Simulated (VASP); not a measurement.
# NbRu3 in VASP: further runs, part 2 of 2

VASP 6.6.1.

### Step 3. Electric field gradients, LDA

The input, INCAR:

```
SYSTEM = NbRu3
ALGO = Normal ; EDIFF = 1E-8
ENCUT = 400 ; GGA = CA
GGA_COMPAT = .False. ; ISIF = 2
ISMEAR = -1 ; LASPH = .True.
LCHARG = .False. ; LEFG = .True.
LREAL = .False. ; LWAVE = .False.
NBANDS = 36 ; NELM = 120
PREC = Accurate ; SIGMA = 0.05
```

The input, KPOINTS:

```
k-points
0
Gamma
  9 9 9
  0 0 0
```

The input, POSCAR:

```
NbRu3
1.0
    3.8800000000      0.0000000000      0.0000000000
    0.0000000000      3.8800000000      0.0000000000
    0.0000000000      0.0000000000      3.8800000000
Nb Ru
1 3
Direct
    0.0000000000      0.0000000000      0.0000000000
    0.0000000000      0.5000000000      0.5000000000
    0.5000000000      0.0000000000      0.5000000000
    0.5000000000      0.5000000000      0.0000000000
```

Potentials or basis: VASP PAW LDA potentials, release 64 (Nb_sv, Ru_pv).

On the command line:

```bash
cat potpaw_LDA.64/Nb_sv/POTCAR potpaw_LDA.64/Ru_pv/POTCAR > POTCAR
mpirun -np 1 vasp_std > vasp.out
```

OUTCAR:

```text
SYSTEM = NbRu3
   EDIFF = 1E-8
   ENCUT = 400
   GGA = CA
   ISIF = 2
   ISMEAR = -1
   LASPH = .True.
   LREAL = .False.
   NELM = 120
   PREC = Accurate

 ion  position               nearest neighbor table
   1  0.000  0.000  0.000-   2 2.74   3 2.74   4 2.74   2 2.74   3 2.74   2 2.74   4 2.74   2 2.74
                             3 2.74   4 2.74   3 2.74   4 2.74
   2  0.000  0.500  0.500-   1 2.74   3 2.74   4 2.74   1 2.74   4 2.74   1 2.74   3 2.74   1 2.74
                             3 2.74   4 2.74   4 2.74   3 2.74
   3  0.500  0.000  0.500-   1 2.74   2 2.74   4 2.74   1 2.74   4 2.74   2 2.74   4 2.74   4 2.74
                             1 2.74   2 2.74   1 2.74   2 2.74
   4  0.500  0.500  0.000-   1 2.74   2 2.74   3 2.74   2 2.74   3 2.74   1 2.74   3 2.74   3 2.74
                             1 2.74   2 2.74   2 2.74   1 2.74

  LATTYP: Found a simple cubic cell.
 ALAT       =     3.8800000000

  Lattice vectors:

 A1 = (   3.8800000000,   0.0000000000,   0.0000000000)
 A2 = (   0.0000000000,   3.8800000000,   0.0000000000)
 A3 = (   0.0000000000,   0.0000000000,   3.8800000000)

Analysis of symmetry for initial positions (statically):
=====================================================================
 Subroutine PRICEL returns:
 Original cell was already a primitive cell.

 Routine SETGRP: Setting up the symmetry group for a
 simple cubic supercell.

 Subroutine GETGRP returns: Found 48 space group operations
 (whereof 48 operations were pure point group operations)
 out of a pool of 48 trial point group operations.

The static configuration has the point symmetry O_h .

Analysis of symmetry for dynamics (positions and initial velocities):
[... 1110 lines left out ...]
  FORCE on cell =-STRESS in cart. coord.  units (eV):
  Direction    XX          YY          ZZ          XY          YZ          ZX
  --------------------------------------------------------------------------------------
  -------------------------------------------------------------------------------------
  Total       -4.2610553     -4.2610553     -4.2610553     -0.0000000     -0.0000000      0.0000000
  in kB     -116.8779464   -116.8779464   -116.8779464     -0.0000000     -0.0000000      0.0000000
  external PRESSURE =    -116.8779464 kB  Pullay stress =       0.0000000 kB

 VOLUME and BASIS-vectors are now :
 -----------------------------------------------------------------------------
  energy-cutoff  :      400.00
  volume of cell :       58.41
      direct lattice vectors                 reciprocal lattice vectors
     3.880000000  0.000000000  0.000000000     0.257731959  0.000000000  0.000000000
     0.000000000  3.880000000  0.000000000     0.000000000  0.257731959  0.000000000
     0.000000000  0.000000000  3.880000000     0.000000000  0.000000000  0.257731959

 POSITION                                       TOTAL-FORCE (eV/Angst)
 -----------------------------------------------------------------------------------
      0.00000      0.00000      0.00000         0.000000      0.000000      0.000000
      0.00000      1.94000      1.94000         0.000000      0.000000      0.000000
      1.94000      0.00000      1.94000         0.000000      0.000000      0.000000
      1.94000      1.94000      0.00000         0.000000      0.000000      0.000000
 -----------------------------------------------------------------------------------
    total drift:                                0.000000      0.000000      0.000000

  FREE ENERGIE OF THE ION-ELECTRON SYSTEM (eV)
  ---------------------------------------------------
  free  energy   TOTEN  =       -43.7601439505 eV

  energy  without entropy=      -43.7154720607  energy(sigma->0) =      -43.73780801

 Electric field gradients (V/A^2)
---------------------------------------------------------------------
 ion       V_xx      V_yy      V_zz      V_xy      V_xz      V_yz
---------------------------------------------------------------------
   1      -0.000    -0.000    -0.000    -0.000    -0.000     0.000
   2     -12.824     6.412     6.412    -0.000    -0.000     0.000
   3       6.412   -12.824     6.412    -0.000    -0.000     0.000
   4       6.412     6.412   -12.824    -0.000    -0.000     0.000
---------------------------------------------------------------------

 Electric field gradients after diagonalization (V/A^2)
 (convention: |V_zz| > |V_xx| > |V_yy|)
----------------------------------------------------------------------
 ion       V_xx      V_yy      V_zz     asymmetry (V_yy - V_xx)/ V_zz
----------------------------------------------------------------------
   1      -0.000    -0.000    -0.000      -0.446
   2       6.412     6.412   -12.824       0.000
   3       6.412     6.412   -12.824       0.000
   4       6.412     6.412   -12.824       0.000
----------------------------------------------------------------------

           NMR quadrupolar parameters

 Cq : quadrupolar parameter    Cq=e*Q*V_zz/h
 eta: asymmetry parameters     (V_yy - V_xx)/ V_zz
 Q  : nuclear electric quadrupole moment in mb (millibarn)
----------------------------------------------------------------------
 ion       Cq(MHz)       eta       Q (mb)
----------------------------------------------------------------------
   1      -0.000      -0.446       1.000
   2      -0.031       0.000       1.000
   3      -0.031       0.000       1.000
   4      -0.031       0.000       1.000
----------------------------------------------------------------------
```

Run time: 1.8 min. Hardware: 1 thread of AMD EPYC 7R13, shared host; peak memory 0.13 GiB.

Results:

| Quantity | Value |
| --- | --- |
| Free energy | -43.7601 eV |
| Pressure | -11.7 GPa |

Levels at points of the mesh, in eV from the Fermi level:
```csv
k point,band 25,band 26,band 27,band 28,band 29,band 30,band 31,band 32
"(0.00, 0.00, 0.00)",0.49,1.79,2.32,2.32,2.32,3.64,3.64,3.99
```

Electric field gradients, principal values (V/Å²):
```
atom  least  middle  greatest (by size)
1 Nb  0.000   0.000               0.000
2 Ru  6.412   6.412             -12.824
3 Ru  6.412   6.412             -12.824
4 Ru  6.412   6.412             -12.824
```

Caveat: without QUAD_EFG the Cq values of the log hold for a quadrupole moment of 1 mb, not for the nuclei.

### Step 4. Density of states, LDA

POSCAR is that of step 3.

The input, INCAR.step1:

```
SYSTEM = NbRu3
PREC = Accurate
ENCUT = 400
EDIFF = 1E-6
ISMEAR = -1
SIGMA = 0.05
LREAL = .False.
LASPH = .True.
NELM = 120
ALGO = Normal
ISIF = 2
LWAVE = .False.
LCHARG = .True.
LMAXMIX = 4
NBANDS = 36
GGA_COMPAT = .False.
NEDOS = 2001
LORBIT = 11
```

The input, KPOINTS.step1:

```
regular mesh
0
Gamma
  9 9 9
  0 0 0
```

The input, INCAR.step2:

```
SYSTEM = NbRu3
PREC = Accurate
ENCUT = 400
EDIFF = 1E-6
ISMEAR = -5
SIGMA = 0.05
LREAL = .False.
LASPH = .True.
NELM = 120
ALGO = Normal
ISIF = 2
LWAVE = .False.
LCHARG = .False.
LMAXMIX = 4
LORBIT = 11
NEDOS = 1001
ICHARG = 11
GGA_COMPAT = .False.
```

The input, KPOINTS.step2:

```
regular mesh
0
Gamma
  14 14 14
  0 0 0
```

On the command line:

```bash
cat potpaw_LDA.64/Nb_sv/POTCAR potpaw_LDA.64/Ru_pv/POTCAR > POTCAR
cp INCAR.step1 INCAR
cp KPOINTS.step1 KPOINTS
mpirun -np 1 vasp_std > vasp.out
cp INCAR.step2 INCAR
cp KPOINTS.step2 KPOINTS
mpirun -np 1 vasp_std > vasp.out
```

Run time: 4.6 min. Hardware: 1 thread of AMD EPYC 7R13, shared host; peak memory 0.21 GiB.

The run converged. Its results:

```
Valence electrons inside the program's atomic spheres : Nb 10.69; Ru 12.69
```

Levels at points of the mesh, in eV from the Fermi level:
| k point | band 26 | band 27 | band 28 | band 29 | band 30 | band 31 |
| --- | --- | --- | --- | --- | --- | --- |
| (0.00, 0.00, 0.00) | 1.78 | 2.30 | 2.30 | 2.30 | 3.62 | 3.62 |
| (0.50, 0.00, 0.00) | -0.40 | -0.40 | -0.32 | 0.89 | 1.10 | 1.10 |
| (0.50, 0.50, 0.00) | -0.98 | -0.92 | -0.92 | -0.09 | 0.00 | 1.56 |
| (0.50, 0.50, 0.50) | 1.05 | 1.64 | 1.64 | 1.64 | 1.83 | 1.83 |

Caveat: tetrahedron occupations give inexact forces and stress in metals.

### Step 5. Electric field gradients, LDA (zz strain of -1 %)

The input, INCAR:

```
SYSTEM = NbRu3
ALGO     = Normal         ! electronic algorithm
EDIFF    = 1E-8           ! SCF threshold, eV
ENCUT    = 520            ! plane-wave cutoff, eV
GGA      = CA             ! functional
ISIF     = 2              ! what is computed and relaxed
ISMEAR   = -1             ! smearing method
LASPH    = .True.         ! aspherical terms in the spheres
LCHARG   = .False.        ! write CHGCAR
LEFG     = .True.       
LREAL    = .False.        ! projectors in reciprocal space
LWAVE    = .False.        ! write WAVECAR
NBANDS   = 36             ! bands
NELM     = 100            ! most SCF steps
PREC     = Accurate       ! precision mode
SIGMA    = 0.05           ! smearing width, eV
```

KPOINTS is that of step 3.

Changes to POSCAR since step 4:

```diff
@@ -4,3 +4,3 @@
     0.0000000000      3.8800000000      0.0000000000
-    0.0000000000      0.0000000000      3.8800000000
+    0.0000000000      0.0000000000      3.8412000000
 Nb Ru
```

Potentials or basis: VASP PAW LDA potentials, release 64 (Nb_sv, Ru_pv).

On the command line:

```bash
cat potpaw_LDA.64/Nb_sv/POTCAR potpaw_LDA.64/Ru_pv/POTCAR > POTCAR
mpirun -np 1 vasp_std > vasp.out
```

OUTCAR:

```text
SYSTEM = NbRu3
   EDIFF = 1E-8
   ENCUT = 520
   GGA = CA
   ISIF = 2
   ISMEAR = -1
   LASPH = .True.
   LREAL = .False.
   NELM = 100
   PREC = Accurate

 ion  position               nearest neighbor table
   1  0.000  0.000  0.000-   2 2.73   3 2.73   2 2.73   3 2.73   2 2.73   2 2.73   3 2.73   3 2.73
                             4 2.74   4 2.74   4 2.74   4 2.74
   2  0.000  0.500  0.500-   1 2.73   4 2.73   1 2.73   4 2.73   1 2.73   1 2.73   4 2.73   4 2.73
                             3 2.74   3 2.74   3 2.74   3 2.74
   3  0.500  0.000  0.500-   1 2.73   4 2.73   1 2.73   4 2.73   4 2.73   4 2.73   1 2.73   1 2.73
                             2 2.74   2 2.74   2 2.74   2 2.74
   4  0.500  0.500  0.000-   2 2.73   3 2.73   2 2.73   3 2.73   3 2.73   3 2.73   2 2.73   2 2.73
                             1 2.74   1 2.74   1 2.74   1 2.74

  LATTYP: Found a simple tetragonal cell.
 ALAT       =     3.8800000000
 C/A-ratio  =     0.9900000000

  Lattice vectors:

 A1 = (   3.8800000000,   0.0000000000,   0.0000000000)
 A2 = (   0.0000000000,   3.8800000000,   0.0000000000)
 A3 = (   0.0000000000,   0.0000000000,   3.8412000000)

[... 1145 lines left out ...]
      0.00000      1.94000      1.92060         0.000000      0.000000      0.000000
      1.94000      0.00000      1.92060         0.000000      0.000000      0.000000
      1.94000      1.94000      0.00000         0.000000      0.000000      0.000000
 -----------------------------------------------------------------------------------
    total drift:                                0.000000      0.000000     -0.000000

  FREE ENERGIE OF THE ION-ELECTRON SYSTEM (eV)
  ---------------------------------------------------
  free  energy   TOTEN  =       -43.7986714509 eV

  energy  without entropy=      -43.7549684627  energy(sigma->0) =      -43.77681996

 Electric field gradients (V/A^2)
---------------------------------------------------------------------
 ion       V_xx      V_yy      V_zz      V_xy      V_xz      V_yz
---------------------------------------------------------------------
   1      -0.407    -0.407     0.813    -0.000    -0.000    -0.000
   2     -16.689     5.994    10.695     0.000     0.000    -0.000
   3       5.994   -16.689    10.695     0.000    -0.000     0.000
   4       4.958     4.958    -9.915    -0.000    -0.000     0.000
---------------------------------------------------------------------

 Electric field gradients after diagonalization (V/A^2)
 (convention: |V_zz| > |V_xx| > |V_yy|)
----------------------------------------------------------------------
 ion       V_xx      V_yy      V_zz     asymmetry (V_yy - V_xx)/ V_zz
----------------------------------------------------------------------
   1      -0.407    -0.407     0.813       0.000
   2      10.695     5.994   -16.689       0.282
   3      10.695     5.994   -16.689       0.282
   4       4.958     4.958    -9.915       0.000
----------------------------------------------------------------------

           NMR quadrupolar parameters

 Cq : quadrupolar parameter    Cq=e*Q*V_zz/h
 eta: asymmetry parameters     (V_yy - V_xx)/ V_zz
 Q  : nuclear electric quadrupole moment in mb (millibarn)
----------------------------------------------------------------------
 ion       Cq(MHz)       eta       Q (mb)
----------------------------------------------------------------------
   1       0.002       0.000       1.000
   2      -0.040       0.282       1.000
   3      -0.040       0.282       1.000
   4      -0.024       0.000       1.000
----------------------------------------------------------------------
```

It took 1.7 min on 1 thread of AMD EPYC 9R45 (Zen 5), shared host; peak memory 0.21 GiB.

Results:

```yaml
Free_energy: -43.7987 eV
Pressure: -8.3 GPa
```

Stress tensor (GPa, compression positive):
```
-8.81  0.00  0.00
 0.00 -8.81  0.00
 0.00  0.00 -7.24
```

Electric field gradients, principal values (V/Å²):
| atom | least | middle | greatest (by size) |
| --- | --- | --- | --- |
| 1 Nb | -0.407 | -0.407 | 0.813 |
| 2 Ru | 5.994 | 10.695 | -16.689 |
| 3 Ru | 5.994 | 10.695 | -16.689 |
| 4 Ru | 4.958 | 4.958 | -9.915 |

Caveat: the cell differs from its parent crystal (zz strain of -1 %); without QUAD_EFG the Cq values of the log hold for a quadrupole moment of 1 mb, not for the nuclei.

### Step 6. The runs side by side

```csv
task,cell,cutoff (eV),k mesh for the DOS,occupations for the DOS,gap on the mesh (eV),pressure (GPa)
electric field gradients,"a = 3.880 Å, 4 atoms",400,-,-,none,-11.7
density of states,"a = 3.880 Å, 4 atoms",400,14 × 14 × 14,tetrahedron,-,-
electric field gradients,"a = 3.880, b = 3.880, c = 3.841 Å, 4 atoms",520,-,-,none,-8.3
```

Alike in all rows: level LDA; potentials or basis VASP PAW LDA potentials, release 64 (Nb_sv, Ru_pv); no spin polarisation; k mesh 9 × 9 × 9; smearing fermi-dirac 0.05 eV.

Caveats: tetrahedron occupations give inexact forces and stress in metals (some runs).

Total energies depend on the potentials used, so only differences within one code and one set of settings carry meaning.
